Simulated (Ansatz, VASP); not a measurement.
**Ba in VASP and in Ansatz**

The input INCAR:

```
PREC     = Accurate       # precision mode
ENCUT    = 600            # plane-wave cutoff, eV
EDIFF    = 1E-6           # SCF threshold, eV
ISMEAR   = -1             # smearing method
SIGMA    = 0.1            # smearing width, eV
LREAL    = F              # projectors in reciprocal space
LASPH    = T              # aspherical terms in the spheres
NELM     = 80             # most SCF steps
ALGO     = Normal         # electronic algorithm
ISIF     = 3              # what is computed and relaxed
LWAVE    = F              # write WAVECAR
LCHARG   = F              # write CHGCAR
IBRION   = 2              # ionic algorithm
NSW      = 80             # ionic steps
EDIFFG   = -0.01          # ionic threshold
```

Contents of KPOINTS:

```
Automatic mesh
0
Gamma
  8 8 3
```

The input POSCAR:

```
Ba
1.0
    4.4544873730      0.0000000000      0.0000000000
   -2.2272436865      3.8576992259      0.0000000000
    0.0000000000      0.0000000000     14.5483557602
Ba
4
Direct
    0.0000000000      0.0000000000      0.0000000000
    0.0000000000      0.0000000000      0.5000000000
    0.3333333333      0.6666666667      0.2500000000
    0.6666666667      0.3333333333      0.7500000000
```

Input for Ansatz:

```yaml
crystal:
  lattice:
    - [4.454487373, 0.0, 0.0]
    - [-2.2272436865, 3.8576992259, 0.0]
    - [0.0, 0.0, 14.5483557602]
  atoms:
    - { symbol: Ba, position: [0.0, 0.0, 0.0] }
    - { symbol: Ba, position: [0.0, 0.0, 0.5] }
    - { symbol: Ba, position: [0.3333333333, 0.6666666667, 0.25] }
    - { symbol: Ba, position: [0.6666666667, 0.3333333333, 0.75] }
hamiltonian:
  xc: lda
  pseudopotentials:
    kind: paw
    azcp:
      Ba: "pseudopotentials/Ba.paw.azcp"
basis:
  ecutwfc: 420
  fft_grid_basis: typed
kpoints:
  mp_grid: { grid: [8, 8, 3], shift: [0, 0, 0] }
magnetization:
  spin_polarized: false
scf:
  occupations: { method: fermi_dirac, width: 0.1 }
relax:
  max_steps: 60
  f_tol: 0.01
  cell: {}
output:
  write_density: true
  write_potential: true
  elf: true
  volumetric_format: npy
```

Alike in both runs: task relaxation of cell and atoms; functional LDA; k mesh 8 × 8 × 3; occupations fermi-dirac, width 0.1 eV; no spin polarisation.

```csv
,VASP,Ansatz
version,VASP 6.6.1,Ansatz 0.2.0
potentials or method,"VASP PAW LDA potentials, release 64 (Ba_sv), cutoff 600 eV","plane waves (420 eV) with PAW, scalar-relativistic"
valence electrons in the cell,40,40
```

|  | VASP | Ansatz | Ansatz less VASP |
| --- | --- | --- | --- |
| relaxed volume (Å³/atom) | 54.16 | 53.80 | -0.355 |
| relaxed cell length with the largest relative difference (Å) | 13.852 | 13.811 | -0.0410 |

Ansatz warns that its potentials were made for another functional, while VASP's fit it. LDA's correlation is that of Perdew and Zunger in VASP and of Perdew and Wang (1992) in Ansatz.

Spin-orbit coupling is off throughout.
